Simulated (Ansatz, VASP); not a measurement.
**SnO2: VASP beside Ansatz**

```
CELL_PARAMETERS angstrom
4.73735 0.00000 0.00000
0.00000 4.73735 0.00000
0.00000 0.00000 3.09081
ATOMIC_POSITIONS crystal
Sn 0.00000 0.00000 0.00000
Sn 0.50000 0.50000 0.50000
O 0.30562 0.30562 0.00000
O 0.19438 0.80562 0.50000
O 0.69438 0.69438 0.00000
O 0.80562 0.19438 0.50000
```

Change from the starting cell: zz strain of -3 %.

Alike in both runs: task single point; functional LDA; k mesh 4 × 4 × 6; occupations fermi-dirac, width 0.03 eV; no spin polarisation.

|  | VASP | Ansatz |
| --- | --- | --- |
| version | VASP 6.6.1 | Ansatz 0.2.0 |
| potentials or method | VASP PAW LDA potentials, release 64 (Sn_d, O), cutoff 520 eV | all-electron LAPW, scalar-relativistic |

Ansatz gave:

| Item | Value |
| --- | --- |
| gap on the k mesh at the Fermi level (eV) | 1.57 |
| pressure (GPa) | 7.5 |
| traceless stress, the component that is largest in VASP (GPa) | 6.98 |
| rms of the force components (eV/Å) | 0.092 |

**Question.** Estimate VASP's values.

**Answer.** gap on the k mesh at the Fermi level (eV): 1.60; pressure (GPa): 8.6; traceless stress, the component that is largest in VASP (GPa): 7.38; rms of the force components (eV/Å): 0.110.

LDA's correlation is that of Perdew and Zunger in VASP and of Perdew and Wang (1992) in Ansatz. Atom by atom the forces differ by 0.018 eV/Å (rms over components). Ansatz ran all-electron here, and VASP with PAW potentials.
